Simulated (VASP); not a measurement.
# Hf2Ti (P6/mmm) in VASP: a series of runs, part 2 of 2

VASP 6.6.1. The steps go on from the part before.

## (4) Single point, PBE

This run uses another cell than the first one, of 20.53 Å³/atom, 1.224 times its volume.

INCAR reads:

```
ALGO = Normal
EDIFF = 1E-6
ENCUT = 520
GGA = PE
ISIF = 2
ISMEAR = 0
LASPH = T
LCHARG = T
LELF = T
LREAL = F
LVHAR = T
LWAVE = F
NBANDS = 23
NELM = 60
PREC = Accurate
SIGMA = 0.1
```

KPOINTS reads:

```
k-points
0
Gamma
  6 6 6
```

POSCAR reads:

```
Hf2Ti
1.0
    4.8724045747      0.0000000000      0.0000000000
   -2.4362022874      4.2196261392      0.0000000000
    0.0000000000      0.0000000000      2.9954684426
Hf Ti
2 1
Direct
    0.3333333333      0.6666666667      0.5000000000
    0.6666666667      0.3333333333      0.5000000000
    0.0000000000      0.0000000000      0.0000000000
```

Command:

```bash
$ cat potpaw_PBE.64/Hf_pv/POTCAR potpaw_PBE.64/Ti_sv/POTCAR > POTCAR
$ mpirun -np 1 vasp_std > vasp.out
```

Run time: 25 s. Hardware: 1 thread of Intel Xeon 6975P-C (Granite Rapids), shared host; peak memory 0.2 GiB.

It converged, with:

| Property | Result |
| --- | --- |
| Free energy | -27.2876 eV |
| Pressure | -0.3 GPa |
| Band gap on the k mesh | zero (band 16 reaches 5.95 eV, above the bottom of band 17 at 5.23 eV) |

Stress tensor (GPa, compression positive):
```
-0.37  0.00  0.00
 0.00 -0.37  0.00
 0.00  0.00 -0.26
```

Levels at points of the mesh, in eV from the Fermi level:
```tsv
k point	band 14	band 15	band 16	band 17	band 18	band 19
(0.00, 0.00, 0.00)	-0.70	-0.53	-0.43	-0.43	0.80	1.69
(0.50, 0.00, 0.00)	-0.48	-0.34	-0.32	0.06	0.69	1.19
(0.00, 0.00, 0.50)	-1.43	-1.42	-1.42	1.30	1.30	2.27
(0.50, 0.00, 0.50)	-1.06	-0.79	-0.65	0.34	0.69	0.74
```

Caveat: spin-orbit coupling is left out, which moves the levels of the heavy elements.

## (5) Relaxation of cell and atoms, PBE

INCAR reads:

```
PREC = Accurate
ENCUT = 600
EDIFF = 1E-7
ISMEAR = 0
SIGMA = 0.1
LREAL = F
LASPH = T
NELM = 100
ALGO = Normal
ISIF = 3
LWAVE = F
LCHARG = F
GGA = PE
IBRION = 2
NSW = 90
EDIFFG = -0.04
```

KPOINTS reads:

```
regular mesh
0
Gamma
  6 6 4
```

POSCAR reads:

```
Hf2Ti
1.0
    3.7752501940      0.0000000000      0.0000000000
   -1.8876250970      3.2694625737      0.0000000000
    0.0000000000      0.0000000000      4.0762668208
Hf Ti
2 1
Direct
    0.3333333333      0.6666666667      0.5000000000
    0.6666666667      0.3333333333      0.5000000000
    0.0000000000      0.0000000000      0.0000000000
```

Command:

```bash
$ cat potpaw_PBE.64/Hf_pv/POTCAR potpaw_PBE.64/Ti_sv/POTCAR > POTCAR
$ mpirun -np 1 vasp_std > vasp.out
```

It took 3.7 min on 1 thread of Intel Xeon 6975P-C (Granite Rapids), shared host; peak memory 0.21 GiB.

The run converged. Its results:

- Free energy: -27.3165 eV
- Relaxed volume: 20.38 Å³/atom
- Relaxed cell: a = 4.866 Å, b = 4.866 Å, c = 2.982 Å, α = 90.00°, β = 90.00°, γ = 120.00°
- Space group after relaxing (to 0.05 Å): P6/mmm (No. 191)
- Energy gained by relaxing: 2471.1 meV/atom
- Ionic steps: 11
- Pressure after relaxing: 0.0 GPa
- Band gap on the k mesh: zero (band 16 reaches 6.01 eV, above the bottom of band 17 at 5.30 eV)

Step by step:
| step | energy change (eV) | largest force (eV/Å) | pressure (GPa) | volume (Å³) |
| --- | --- | --- | --- | --- |
| 1 | 0.0000 | 0.0000 | 57.11 | 50.31 |
| 2 | -3.3314 | 0.0000 | -19.00 | 101.88 |
| 3 | -5.0665 | 0.0000 | -8.87 | 75.56 |
| 4 | -6.9428 | 0.0000 | -6.34 | 66.15 |
| 5 | 27.7172 | 0.0000 | 373.72 | 37.51 |
| 6 | -7.0582 | 0.0000 | -5.77 | 65.39 |
| 7 | -7.3221 | 0.0000 | 4.95 | 58.79 |
| 8 | -7.4121 | 0.0000 | -0.03 | 61.14 |
| 9 | -7.4127 | 0.0000 | 0.56 | 60.83 |
| 10 | -7.4128 | 0.0000 | -0.54 | 61.45 |
| 11 | -7.4133 | 0.0000 | 0.00 | 61.14 |

Final structure:
```yaml
crystal:
  lattice:
    - [4.86581, 0.00000, 0.00000]
    - [-2.43290, 4.21391, 0.00000]
    - [0.00000, 0.00000, 2.98186]
  atoms:
    - { symbol: Hf, position: [0.33333, 0.66667, 0.50000] }
    - { symbol: Hf, position: [0.66667, 0.33333, 0.50000] }
    - { symbol: Ti, position: [0.00000, 0.00000, 0.00000] }
```

Levels at points of the mesh, in eV from the Fermi level:
```
           k point  band 14  band 15  band 16  band 17  band 18  band 19
(0.00, 0.00, 0.00)    -0.82    -0.66    -0.53    -0.53     0.71     1.69
(0.50, 0.00, 0.00)    -0.60    -0.45    -0.44    -0.03     0.59     1.10
(0.00, 0.00, 0.50)    -1.52    -1.52    -1.51     1.18     1.18     2.19
(0.50, 0.00, 0.50)    -1.16    -0.89    -0.76     0.25     0.62     0.66
```

Caveat: the k points lie up to 0.53 Å⁻¹ apart in the final cell; the volume moved by over 15 % at a fixed basis, so the end points are rough; spin-orbit coupling is left out, which moves the levels of the heavy elements.

## (6) Relaxation of cell and atoms, PBE

This run uses another cell than the first one, of 20.43 Å³/atom, 1.218 times its volume.

INCAR: that of step 5 with these lines changed.

```diff
@@ -2,3 +2,3 @@
 ENCUT = 600
-EDIFF = 1E-7
+EDIFF = 1E-6
 ISMEAR = 0
@@ -7,3 +7,3 @@
 LASPH = T
-NELM = 100
+NELM = 80
 ALGO = Normal
```

KPOINTS reads:

```
Automatic mesh
0
Gamma
  6 6 6
```

POSCAR reads:

```
Hf2Ti
1.0
    4.8718523162      0.0000000000      0.0000000000
   -2.4359261581      4.2191478693      0.0000000000
    0.0000000000      0.0000000000      2.9824152881
Hf Ti
2 1
Direct
    0.3333333333      0.6666666667      0.5000000000
    0.6666666667      0.3333333333      0.5000000000
    0.0000000000      0.0000000000      0.0000000000
```

Potentials or basis: VASP PAW PBE potentials, release 64 (Hf_pv, Ti_sv).

Command:

```bash
$ cat potpaw_PBE.64/Hf_pv/POTCAR potpaw_PBE.64/Ti_sv/POTCAR > POTCAR
$ mpirun -np 1 vasp_std > vasp.out
```

Wall time 52 s (1 thread of Intel Xeon 6975P-C (Granite Rapids), shared host); peak memory 0.22 GiB.

Results (log left out):

```
Free energy                            : -27.2882 eV
Relaxed volume                         : 20.47 Å³/atom
Relaxed cell                           : a = 4.867 Å, b = 4.867 Å, c = 2.993 Å, α = 90.00°, β = 90.00°, γ = 120.00°
Space group after relaxing (to 0.05 Å) : P6/mmm (No. 191)
Energy gained by relaxing              : 0.2 meV/atom
Ionic steps                            : 3
Pressure after relaxing                : -0.1 GPa
Band gap on the k mesh                 : zero (band 16 reaches 5.98 eV, above the bottom of band 17 at 5.25 eV)
```

Step by step:
```tsv
step	energy change (eV)	largest force (eV/Å)	pressure (GPa)	volume (Å³)
1	0.0000	0.0000	0.15	61.30
2	-0.0005	0.0000	-0.18	61.47
3	-0.0007	0.0000	-0.08	61.42
```

Final structure:
```
Hf Ti
1.0
     4.86750    0.00000    0.00000
    -2.43375    4.21538    0.00000
     0.00000    0.00000    2.99343
Hf Ti
2 1
Cartesian
  0.0000 2.8103 1.4967
  2.4338 1.4051 1.4967
  -2.4338 4.2154 0.0000
```

Levels at points of the mesh, in eV from the Fermi level:
```csv
k point,band 13,band 14,band 15,band 16,band 17,band 18,band 19,band 20
"(0.00, 0.00, 0.00)",-0.70,-0.70,-0.53,-0.43,-0.43,0.81,1.69,1.69
"(0.50, 0.00, 0.00)",-3.12,-0.48,-0.34,-0.33,0.06,0.70,1.21,1.26
"(0.00, 0.00, 0.50)",-2.38,-1.43,-1.43,-1.43,1.31,1.31,2.28,2.28
"(0.50, 0.00, 0.50)",-2.18,-1.06,-0.80,-0.65,0.34,0.69,0.75,1.63
```

Caveat: spin-orbit coupling is left out, which moves the levels of the heavy elements.

## (7) Single point, PBE

This run uses another cell than the first one, of 20.54 Å³/atom, 1.225 times its volume.

INCAR reads:

```
ALGO = Fast
EDIFF = 1E-6
ENCUT = 520
GGA = PE
ISIF = 2
ISMEAR = 0
LASPH = True
LCHARG = False
LREAL = False
LWAVE = False
NBANDS = 23
NELM = 80
PREC = Accurate
SIGMA = 0.1
```

KPOINTS reads:

```
k-points
0
Gamma
  12 12 16
```

POSCAR reads:

```
Hf2Ti
1.0
    4.8810989554      0.0000000000      0.0000000000
   -2.4405494777      4.2271556937      0.0000000000
    0.0000000000      0.0000000000      2.9863603991
Hf Ti
2 1
Direct
    0.3333333333      0.6666666667      0.5000000000
    0.6666666667      0.3333333333      0.5000000000
    0.0000000000      0.0000000000      0.0000000000
```

Potentials or basis: VASP PAW PBE potentials, release 64 (Hf_pv, Ti_sv).

Command:

```bash
$ cat potpaw_PBE.64/Hf_pv/POTCAR potpaw_PBE.64/Ti_sv/POTCAR > POTCAR
$ mpirun -np 1 vasp_std > vasp.out
```

OUTCAR:

```text
EDIFF = 1E-6
   ENCUT = 520
   GGA = PE
   ISIF = 2
   ISMEAR = 0
   LASPH = True
   LREAL = False
   NELM = 80
   PREC = Accurate

 ion  position               nearest neighbor table
   1  0.333  0.667  0.500-   2 2.82   2 2.82   2 2.82   3 3.19   3 3.19   3 3.19   3 3.19   3 3.19
                             3 3.19
   2  0.667  0.333  0.500-   1 2.82   1 2.82   1 2.82   3 3.19   3 3.19   3 3.19   3 3.19   3 3.19
                             3 3.19
   3  0.000  0.000  0.000-   1 3.19   2 3.19   1 3.19   2 3.19   1 3.19   1 3.19   2 3.19   2 3.19
                             2 3.19   2 3.19   1 3.19   1 3.19

  LATTYP: Found a hexagonal cell.
 ALAT       =     4.8810989554
 C/A-ratio  =     0.6118213186

  Lattice vectors:

 A1 = (   4.8810989554,   0.0000000000,   0.0000000000)
 A2 = (  -2.4405494777,   4.2271556937,   0.0000000000)
 A3 = (   0.0000000000,   0.0000000000,   2.9863603991)

Analysis of symmetry for initial positions (statically):
=====================================================================
 Subroutine PRICEL returns:
 Original cell was already a primitive cell.

 Routine SETGRP: Setting up the symmetry group for a
 hexagonal supercell.

 Subroutine GETGRP returns: Found 24 space group operations
 (whereof 24 operations were pure point group operations)
 out of a pool of 24 trial point group operations.

The static configuration has the point symmetry D_6h.

Analysis of symmetry for dynamics (positions and initial velocities):
=====================================================================
 Subroutine PRICEL returns:
 Original cell was already a primitive cell.

 Routine SETGRP: Setting up the symmetry group for a
 hexagonal supercell.

 Subroutine GETGRP returns: Found 24 space group operations
[... 119 lines left out ...]
   EFERMI =   0.00;   METHOD = LEGACY
   ISMEAR =     0;   SIGMA  =   0.10  broadening in eV -4-tet -1-fermi 0-gaus
   EFERMI_NEDOS =   21; number of points for ismear=-14 and -15
   IALGO  =     68    algorithm
   IMIX   =      4    mixing-type and parameters
     AMIX     =   0.40;   BMIX     =  1.00
     AMIX_MAG =   1.60;   BMIX_MAG =  1.00
  volume/ion in A,a.u.               =      20.54       138.61
  Fermi-wavevector in a.u.,A,eV,Ry     =   1.315898  2.486686 23.559669  1.731587
  Thomas-Fermi vector in A             =   2.446048
   LORBIT       =      0    0 simple, 1 ext, 2 COOP (PROOUT), +10 PAW based schemes
   GGA     = PE    functional components
   LHFCALC =     F    Hartree Fock is set to
   AEXX    =    0.0000 exact exchange contribution
   IVDW    =     0    specifies the selected vdW correction
   LEPSILON=     F    determine dielectric tensor
   LRPA    =     F    only Hartree local field effects (RPA)
 non-spin polarized calculation
 RMM-DIIS sequential band-by-band and
 Gauss-broadening in eV      SIGMA  =   0.10
  energy-cutoff  :      520.00
  volume of cell :       61.62
 maximum number of plane-waves:      1704
   NGX = 19   NGY = 19   NGZ = 11

 number of electron      31.9999992 magnetization

 Free energy of the ion-electron system (eV)
  ---------------------------------------------------
  ext. energy  EPLUGINS =         0.00000000
  ---------------------------------------------------
  free energy    TOTEN  =       -27.27566474 eV

  energy without entropy =      -27.26038613  energy(sigma->0) =      -27.26802544

 E-fermi :   5.7039     XC(G=0): -11.3772

 val. band max:        5.7031949463   @ k =   0.4167   0.0833   0.3125
 cond. band min:       5.7142072372   @ k =   0.4167   0.0000   0.0625
 fundamental gap:      0.0110122910
 Fermi energy:         5.7038817084

 k-point     1 :       0.0000    0.0000    0.0000
  band No.  band energies     occupation
      1     -51.3787      2.00000
      2     -27.6547      2.00000
      3     -27.6547      2.00000
      4     -27.3526      2.00000
      5     -24.9779      2.00000
      6     -24.9779      2.00000
[... 613 lines left out ...]
     22       7.9024      0.00000
     23       9.3269      0.00000

 [... further k-points ...]

------------------------ aborting loop because EDIFF is reached ----------------------------------------

  FORCE on cell =-STRESS in cart. coord.  units (eV):
  Direction    XX          YY          ZZ          XY          YZ          ZX
  --------------------------------------------------------------------------------------
  -------------------------------------------------------------------------------------
  Total       -0.1616277     -0.1616277     -0.1145519      0.0000000     -0.0000000      0.0000000
  in kB       -4.2026030     -4.2026030     -2.9785492      0.0000000     -0.0000000      0.0000000
  external PRESSURE =      -3.7945850 kB  Pullay stress =       0.0000000 kB

 VOLUME and BASIS-vectors are now :
 -----------------------------------------------------------------------------
  energy-cutoff  :      520.00
  volume of cell :       61.62
      direct lattice vectors                 reciprocal lattice vectors
     4.881098955  0.000000000  0.000000000     0.204871897  0.118282845  0.000000000
    -2.440549478  4.227155694  0.000000000     0.000000000  0.236565689  0.000000000
     0.000000000  0.000000000  2.986360399     0.000000000  0.000000000  0.334855766

 POSITION                                       TOTAL-FORCE (eV/Angst)
 -----------------------------------------------------------------------------------
     -0.00000      2.81810      1.49318        -0.000000      0.000000     -0.000000
      2.44055      1.40905      1.49318         0.000000     -0.000000      0.000000
      0.00000      0.00000      0.00000        -0.000000      0.000000      0.000000
 -----------------------------------------------------------------------------------
    total drift:                                0.000000     -0.000000     -0.000000

  FREE ENERGIE OF THE ION-ELECTRON SYSTEM (eV)
  ---------------------------------------------------
  free  energy   TOTEN  =       -27.2756647448 eV

  energy  without entropy=      -27.2603861286  energy(sigma->0) =      -27.26802544
```

OSZICAR:

```text
N       E                     dE             d eps       ncg     rms          rms(c)
DAV:   1     0.226199123141E+03    0.22620E+03   -0.16575E+04  7874   0.145E+03
DAV:   2    -0.132641365977E+02   -0.23946E+03   -0.23050E+03  8524   0.396E+02
DAV:   3    -0.294557347187E+02   -0.16192E+02   -0.15072E+02 13154   0.824E+01
[... 32 lines left out ...]
RMM:  36    -0.272756609319E+02   -0.13853E-05   -0.16478E-05  5192   0.117E-02    0.662E-03
RMM:  37    -0.272756622850E+02   -0.13531E-05   -0.15740E-05  5333   0.110E-02    0.675E-03
RMM:  38    -0.272756632031E+02   -0.91817E-06   -0.11169E-05  4949   0.102E-02    0.711E-03
RMM:  39    -0.272756641166E+02   -0.91349E-06   -0.10718E-05  4979   0.955E-03    0.759E-03
RMM:  40    -0.272756647448E+02   -0.62815E-06   -0.77303E-06  4763   0.900E-03
   1 F= -.27275665E+02 E0= -.27268025E+02  d E =-.152786E-01
```

It took 4.6 min on 1 thread of Intel Xeon 6975P-C (Granite Rapids), shared host; peak memory 0.35 GiB.

Results:

```
Free energy            : -27.2757 eV
Pressure               : -0.4 GPa
Band gap on the k mesh : zero (band 16 reaches 5.95 eV, above the bottom of band 17 at 5.22 eV)
```

Stress tensor (GPa, compression positive):
```
-0.42  0.00  0.00
 0.00 -0.42  0.00
 0.00  0.00 -0.30
```

Levels at points of the mesh, in eV from the Fermi level:
```tsv
k point	band 14	band 15	band 16	band 17	band 18	band 19
(0.00, 0.00, 0.00)	-0.76	-0.61	-0.48	-0.48	0.73	1.68
(0.50, 0.00, 0.00)	-0.53	-0.40	-0.38	0.02	0.62	1.12
(0.00, 0.00, 0.50)	-1.46	-1.46	-1.46	1.24	1.24	2.23
(0.50, 0.00, 0.50)	-1.09	-0.81	-0.69	0.30	0.66	0.70
```

Caveat: spin-orbit coupling is left out, which moves the levels of the heavy elements.

## (8) The runs side by side

```csv
task,cell,k mesh,cutoff (eV),gap on the mesh (eV),pressure (GPa),relaxed volume (Å³/atom)
single point,"a = 3.775, b = 3.775, c = 4.076 Å, angles 90.0, 90.0, 120.0°, 3 atoms",6 × 6 × 4,520,none,57.1,-
single point,"a = 4.872, b = 4.872, c = 2.982 Å, angles 90.0, 90.0, 120.0°, 3 atoms",6 × 6 × 4,520,none,-0.1,-
single point,"a = 4.872, b = 4.872, c = 2.995 Å, angles 90.0, 90.0, 120.0°, 3 atoms",6 × 6 × 6,520,none,-0.3,-
relaxation of cell and atoms,"relaxed from a = 3.775, b = 3.775, c = 4.076 Å, angles 90.0, 90.0, 120.0°, 3 atoms",6 × 6 × 4,600,none,0.0,20.38
relaxation of cell and atoms,"relaxed from a = 4.872, b = 4.872, c = 2.982 Å, angles 90.0, 90.0, 120.0°, 3 atoms",6 × 6 × 6,600,none,-0.1,20.47
single point,"a = 4.881, b = 4.881, c = 2.986 Å, angles 90.0, 90.0, 120.0°, 3 atoms",12 × 12 × 16,520,none,-0.4,-
```

Alike in all rows: level PBE; potentials or basis VASP PAW PBE potentials, release 64 (Hf_pv, Ti_sv); no spin polarisation; smearing gaussian 0.1 eV.

Caveats: some runs use coarse meshes; spin-orbit coupling is left out, which moves the levels of the heavy elements; the volume moved by over 15 % at a fixed basis, so the end points are rough (some runs).

Absolute energies hang on the potentials; compare differences alone.
